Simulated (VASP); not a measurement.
Input of a VASP 6.6.1 run:

POSCAR

```
Ca
1.0
   -2.2400000000      2.2624000000      2.2400000000
    2.2400000000     -2.2624000000      2.2400000000
    2.2400000000      2.2624000000     -2.2400000000
Ca
1
Direct
    0.0000000000      0.0000000000      0.0000000000
```

Contents of INCAR.step1:

```
SYSTEM = Ca
ALGO = Normal ; EDIFF = 1E-5
ENCUT = 550 ; GGA = PE
GGA_COMPAT = .FALSE. ; ISMEAR = 0
LASPH = .TRUE. ; LCHARG = .FALSE.
LREAL = .FALSE. ; LWAVE = .TRUE.
NBANDS = 11 ; NELM = 120
PREC = Accurate ; SIGMA = 0.15
```

File INCAR.step2:

```
SYSTEM = Ca
ALGO = Normal ; EDIFF = 1E-6
ENCUT = 550 ; GGA_COMPAT = .FALSE.
ISIF = 2 ; ISMEAR = 0
ISTART = 1 ; LASPH = .TRUE.
LCHARG = .FALSE. ; LMIXTAU = .TRUE.
LREAL = .FALSE. ; LWAVE = .FALSE.
METAGGA = R2SCAN ; NBANDS = 11
NELM = 120 ; PREC = Accurate
SIGMA = 0.15
```

File KPOINTS:

```
k-points
0
G
  16 16 16
  0 0 0
```

Potentials or basis: VASP PAW PBE potentials, release 64 (Ca_sv).

The run is started by

```sh
$ cat potpaw_PBE.64/Ca_sv/POTCAR > POTCAR
$ cp INCAR.step1 INCAR
$ mpirun -np 1 vasp_std > vasp.out
$ cp INCAR.step2 INCAR
$ mpirun -np 1 vasp_std > vasp.out
```

Task: What does it give for the pressure?

Result: -0.7 GPa.

Task: Estimate the band gap on the k mesh.

Result: Zero (bands 5 and 6 overlap by 0.58 eV).

Caveat: the cell differs from its parent crystal (strain +0.0100 x Voigt [0, 1, 0, 0, 0, 0]); the PAW data sets were made with another functional, which shifts forces and pressure a little.
